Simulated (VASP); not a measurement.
Crystal: InSb3.

```
Sb In
1.0
     4.74141    0.00000    0.00000
     0.00000    4.74141    0.00000
     0.00000    0.00000    4.74141
Sb In
3 1
Direct
  0.50000 0.50000 0.00000
  0.00000 0.50000 0.50000
  0.50000 0.00000 0.50000
  0.00000 0.00000 0.00000
```

Base run:

```yaml
Program: VASP 6.6.1
Functional: PBEsol
Potentials_or_basis: VASP PAW PBE potentials, release 64 (Sb, In_d)
Cutoff: 520 eV
k_mesh: 6 × 6 × 6
Occupations: fermi-dirac, width 0.05 eV
Spin: no spin polarisation
```

Its results: band gap on the k mesh zero (band 14 reaches 11.89 eV, above the bottom of band 15 at 7.03 eV); pressure -0.6 GPa.

Q: The run is repeated on the same cell with these changes: functional from PBEsol to PBE. What comes out?

A: Band gap on the k mesh zero (band 14 reaches 12.05 eV, above the bottom of band 15 at 7.18 eV); pressure 2.4 GPa.

PBE binds less tightly than PBEsol, so the same cell stands under more pressure.

Caveats: spin-orbit coupling is left out, which moves the levels of the heavy elements; the PAW data sets were made with another functional, which shifts forces and pressure a little (some runs).
